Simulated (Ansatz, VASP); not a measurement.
## Si: VASP beside Ansatz

```
CELL_PARAMETERS angstrom
0.00000 2.72217 2.72217
2.72217 0.00000 2.72217
2.72217 2.72217 0.00000
ATOMIC_POSITIONS crystal
Si 0.00000 0.00000 0.00000
Si 0.25000 0.25000 0.25000
```

Alike in both runs: functional r2SCAN; k mesh 8 × 8 × 8; occupations gaussian, width 0.05 eV; no spin polarisation.

Ansatz relaxed the structure, and its values are those at the end. VASP's run is a single point on that final structure, the one shown.

```csv
,VASP,Ansatz
version,VASP 6.6.1,Ansatz 0.2.0
potentials or method,"VASP PAW PBE potentials, release 64 (Si)","scalar-relativistic, plane waves, PAW"
plane-wave cutoff (eV),550,500
valence electrons in the cell,8,8
```

Ansatz gave:

| Property | Result |
| --- | --- |
| gap on the k mesh at the Fermi level (eV) | 0.81 |
| least direct gap on the mesh (eV) | 2.74 |
| pressure (GPa) | 0.0 |

Question: Estimate VASP's values.

Answer: gap on the k mesh at the Fermi level (eV): 0.83; least direct gap on the mesh (eV): 2.75; pressure (GPa): -0.2.

VASP's potentials were made for PBE, not for r2SCAN.
